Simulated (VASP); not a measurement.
# Ir: single point with PBEsol

Ir:

```xyz
1
Lattice="0.0000 1.9773 1.9197 1.9773 0.0000 1.9197 1.9773 1.9773 0.0000" Properties=species:S:1:pos:R:3 pbc="T T T"
Ir    0.0000    0.0000    0.0000
```

This cell differs from its parent crystal: equal xx and yy strain of +3 %.

```
Program                : VASP 6.6.1
Task                   : single point
Functional             : PBEsol
Potentials or basis    : VASP PAW PBE potentials, release 64 (Ir)
Cutoff                 : 520 eV
k mesh                 : 15 × 15 × 15
Occupations            : fermi-dirac, width 0.05 eV
Spin                   : no spin polarisation
Dipole correction      : no
Further INCAR settings : ALGO = Normal; EDIFF = 1e-06; NBANDS = 10
```

```
Pressure : -21.0 GPa
```

Stress tensor (GPa, compression positive):
```
-24.13   0.00   0.00
  0.00 -24.13   0.00
  0.00   0.00 -14.67
```

Levels at points of the mesh, in eV from the Fermi level:
```
           k point  band 1  band 2  band 3  band 4  band 5  band 6  band 7  band 8
(0.00, 0.00, 0.00)  -10.59   -3.71   -3.71   -3.36   -1.36   -0.90   14.40   19.33
```

Wall time 14 s on 1 thread of Intel(R) Xeon(R) 6975P-C (Granite Rapids) (shared host), peak memory 0.16 GiB.

Caveat: the cell differs from its parent crystal (equal xx and yy strain of +3 %); the PAW data sets were made with another functional, which shifts forces and pressure a little; spin-orbit coupling is left out, which moves the levels of the heavy elements.
